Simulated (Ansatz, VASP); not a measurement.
**One calculation of MgSnO4, two programs**

```xyz
6
Lattice="0.0000 3.2648 3.2648 3.2648 0.0000 3.2648 3.2648 3.2648 0.0000" Properties=species:S:1:pos:R:3 pbc="T T T"
Mg    0.0000    0.0000    0.0000
Sn    4.8971    4.8971    4.8971
O     2.4601    4.0694    4.0694
O     2.4601    2.4601    2.4601
O     4.0694    2.4601    4.0694
O     4.0694    4.0694    2.4601
```

Change from the starting cell: species swapped into the ZrNbCo4 type (F-43m, No. 216).

Alike in both runs: functional PBE; k mesh 4 × 4 × 4; occupations gaussian, width 0.1 eV; no spin polarisation.

Ansatz relaxed the structure, and its values are those at the end. VASP's run is a single point on that final structure, the one shown.

|  | VASP | Ansatz |
| --- | --- | --- |
| version | VASP 6.6.1 | Ansatz 0.2.0 |
| potentials or method | VASP PAW PBE potentials, release 64 (Mg, Sn_d, O), cutoff 520 eV | scalar-relativistic, plane waves, PAW |
| valence electrons in the cell | 40 | 48 |

Ansatz gave:

* gap on the k mesh at the Fermi level (eV): none
* pressure (GPa): 0.0

**Question.** Which values does VASP return?

**Answer.** gap on the k mesh at the Fermi level (eV): none; pressure (GPa): -0.3.

A gap of «none» marks a metal or a gap that the smearing closes. VASP's potentials hold 40 valence electrons a cell and Ansatz's 48, so a difference there can come from the potentials and not from the codes.

The k mesh is coarse, so the values compare programs but aren't converged.
